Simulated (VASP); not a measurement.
Set up this calculation in VASP 6.6.1, as the native input.

| Item | Value |
| --- | --- |
| Task | single point |
| Functional | LDA |
| Potentials or basis | VASP PAW LDA potentials, release 64 (Y_sv) |
| Cutoff | 520 eV |
| k mesh | 13 × 13 × 13 |
| Occupations | fermi-dirac, width 0.1 eV |
| Spin | no spin polarisation |
| Dipole correction | no |
| Further INCAR settings | ALGO = Normal; EDIFF = 1e-07; NBANDS = 12 |

The structure of Y lies in POSCAR:

```
Y
1.0
   -1.9035477941      1.9035477941      1.9035477941
    1.9035477941     -1.9035477941      1.9035477941
    1.9035477941      1.9035477941     -1.9035477941
Y
1
Direct
    0.0000000000      0.0000000000      0.0000000000
```

This isn't the form of Y at room conditions, which is hcp.

One way to write it, as run:

INCAR

```
PREC = Accurate ; ENCUT = 520
EDIFF = 1E-7 ; ISMEAR = -1
SIGMA = 0.1 ; LREAL = False
LASPH = True ; NELM = 60
ALGO = Normal ; ISIF = 2
LWAVE = False ; LCHARG = False
NBANDS = 12
```

KPOINTS

```
Automatic mesh
0
Gamma
  13 13 13
```

Potentials or basis: VASP PAW LDA potentials, release 64 (Y_sv).

The run is started by

```sh
$ cat potpaw_LDA.64/Y_sv/POTCAR > POTCAR
$ mpirun -np 1 vasp_std > vasp.out
```

It gave:

- Pressure: 3.9 GPa
- Band gap on the k mesh: zero (an odd number of electrons rules out a gap without spin polarisation)

Caveat: the cell stands under pressure.

Wall time 24 s on 1 thread of Intel(R) Xeon(R) Platinum 8259CL CPU @ 2.50GHz (Skylake/Cascade Lake) (shared host), peak memory 0.18 GiB.
